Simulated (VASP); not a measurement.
# Si (a cell with a defect): single point with PBE

Si (a cell with a defect):

```
Si
1.0
     0.00000    5.47009   -5.47009
     5.47009    5.47009    0.00000
     5.47009    0.00000   -5.47009
Si
15
Direct
  0.24137 0.24137 0.24137
  0.12883 0.62117 0.12883
  0.62117 0.12883 0.12883
  0.62117 0.62117 0.12883
  0.12883 0.12883 0.62117
  0.12883 0.62117 0.62117
  0.62117 0.12883 0.62117
  0.62500 0.62500 0.62500
  0.24137 0.77589 0.24137
  0.75016 0.75016 0.24951
  0.77589 0.24137 0.24137
  0.24951 0.75016 0.75016
  0.24137 0.24137 0.77589
  0.75016 0.75016 0.75016
  0.75016 0.24951 0.75016
```

| Item | Value |
| --- | --- |
| Program | VASP 6.6.1 |
| Task | single point |
| Functional | PBE |
| Potentials or basis | VASP PAW PBE potentials, release 64 (Si) |
| Cutoff | 520 eV |
| k mesh | 2 × 2 × 2 |
| Occupations | gaussian, width 0.02 eV |
| Spin | no spin polarisation |

```yaml
Largest_force: 0.008 eV/Å
```

Forces on the atoms (eV/Å):
```
Si   0.001  0.001 -0.001
Si   0.000  0.000  0.008
Si  -0.008  0.000  0.000
Si   0.000  0.008  0.000
Si   0.000 -0.008  0.000
Si   0.008  0.000  0.000
Si   0.000  0.000 -0.008
Si   0.000  0.000  0.000
Si  -0.001 -0.001 -0.001
Si   0.002 -0.002 -0.002
Si   0.001 -0.001  0.001
Si  -0.002  0.002 -0.002
Si  -0.001  0.001  0.001
Si  -0.002 -0.002  0.002
Si   0.002  0.002  0.002
```

Levels at points of the mesh, in eV from the Fermi level:
```
           k point  band 27  band 28  band 29  band 30  band 31  band 32  band 33  band 34  band 35  band 36
(0.00, 0.00, 0.00)    -1.16    -1.16    -1.16    -0.05    -0.05     0.01     0.01     0.01     0.18     0.68
(0.50, 0.00, 0.00)    -2.15    -2.01    -1.43    -1.43     0.11     0.11     0.68     0.68     0.78     1.01
(0.50, 0.50, 0.00)    -2.43    -2.31    -2.01    -1.84    -0.29    -0.29     0.52     0.52     1.70     1.70
```

Wall time 77 s on 1 thread of Intel(R) Xeon(R) Platinum 8259CL CPU @ 2.50GHz (Skylake/Cascade Lake) (shared host), peak memory 0.43 GiB.

Caveat: the k points lie up to 0.50 Å⁻¹ apart; the cell carries a net charge on a neutralising background, which shifts energy and pressure; the cell is charged against a uniform background, so pressure and absolute levels hang on convention.
